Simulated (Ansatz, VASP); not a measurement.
# AlRu in VASP and in Ansatz

The input POSCAR:

```
AlRu
1.0
    2.9916000000      0.0000000000      0.0000000000
    0.0000000000      2.9916000000      0.0000000000
    0.0000000000      0.0000000000      2.9916000000
Al Ru
1 1
Direct
    0.0000000000      0.0000000000      0.0000000000
    0.5000000000      0.5000000000      0.5000000000
```

Contents of INCAR.step1:

```
SYSTEM = AlRu
PREC = Accurate
ENCUT = 520
ISMEAR = 0
SIGMA = 0.1
LREAL = .FALSE.
LASPH = .TRUE.
NELM = 100
NBANDS = 16
GGA = PE
ALGO = Normal
EDIFF = 1E-4
LWAVE = .TRUE.
LCHARG = .FALSE.
```

The input INCAR.step2:

```
SYSTEM = AlRu
PREC = Accurate
ENCUT = 520
EDIFF = 1E-6
ISMEAR = 0
SIGMA = 0.1
LREAL = .FALSE.
LASPH = .TRUE.
NELM = 100
ALGO = Normal
ISIF = 2
LWAVE = .FALSE.
LCHARG = .FALSE.
METAGGA = R2SCAN
LMIXTAU = .TRUE.
NBANDS = 16
ISTART = 1
```

File KPOINTS:

```
regular mesh
0
G
  6 6 6
  0 0 0
```

Input for Ansatz:

```yaml
crystal:
  lattice:
    - [2.9916, 0.0, 0.0]
    - [0.0, 2.9916, 0.0]
    - [0.0, 0.0, 2.9916]
  atoms:
    - { symbol: Al, position: [0.0, 0.0, 0.0] }
    - { symbol: Ru, position: [0.5, 0.5, 0.5] }
basis:
  ecutwfc: 500
kpoints:
  mp_grid: { grid: [6, 6, 6] }
hamiltonian:
  xc: r2scan
scf:
  occupations: { method: gaussian, width: 0.1 }
output:
  forces: true
  stress: true
  eigenvalues: true
```

Alike in both runs: task single point; functional r2SCAN; k mesh 6 × 6 × 6; occupations gaussian, width 0.1 eV; no spin polarisation.

```csv
,VASP,Ansatz
version,VASP 6.6.1,Ansatz 0.2.0
potentials or method,"VASP PAW PBE potentials, release 64 (Al, Ru_pv), cutoff 520 eV","scalar-relativistic, plane waves, PAW"
valence electrons in the cell,17,19
```

```tsv
	VASP	Ansatz	Ansatz less VASP
gap on the k mesh at the Fermi level (eV)	none	none	-
pressure (GPa)	-2.0	-2.1	-0.10
```

VASP's potentials were made for PBE, not for r2SCAN. A gap of «none» marks a metal or a gap that the smearing closes. With one functional, cell and mesh, what is left measures potentials, basis and numerics. VASP's potentials hold 17 valence electrons a cell and Ansatz's 19, so a difference there can come from the potentials and not from the codes.
